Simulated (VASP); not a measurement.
Runs of VASP 6.6.1 on Co. The structure is cubic, space group Fm-3m (No. 225). Conventional cell: a = 3.602 Å, b = 3.602 Å, c = 3.602 Å, α = 90.00°, β = 90.00°, γ = 90.00°. Within 3.4 Å of Co (site symmetry m-3m) lie 12 Co at 2.55 Å. 

```csv
spin,fixed moment (μB),pressure (GPa),moment (μB)
"collinear, ferromagnetic start",1.66,-13.2,1.66
"collinear, zero start",0.0,-23.9,0.00
"collinear, ferromagnetic start",0.42,-23.2,0.42
"collinear, ferromagnetic start",2.91,17.6,2.91
"collinear, ferromagnetic start",2.08,(b),2.08
"collinear, ferromagnetic start",0.83,(c),0.83
"collinear, ferromagnetic start",2.49,4.0,2.49
"collinear, ferromagnetic start",-,-13.7,(a)
```

Alike in all rows: task single point; level PBE; potentials or basis VASP PAW PBE potentials, release 64 (Co); cell as given; k mesh 11 × 11 × 11; cutoff (eV) 520; smearing gaussian 0.1 eV.

Problem. Fill in the values left out.

Solution. (a) 1.62; (b) -6.0; (c) -21.1.

Caveats: the total moment is fixed, so each spin has its own Fermi level (some runs).
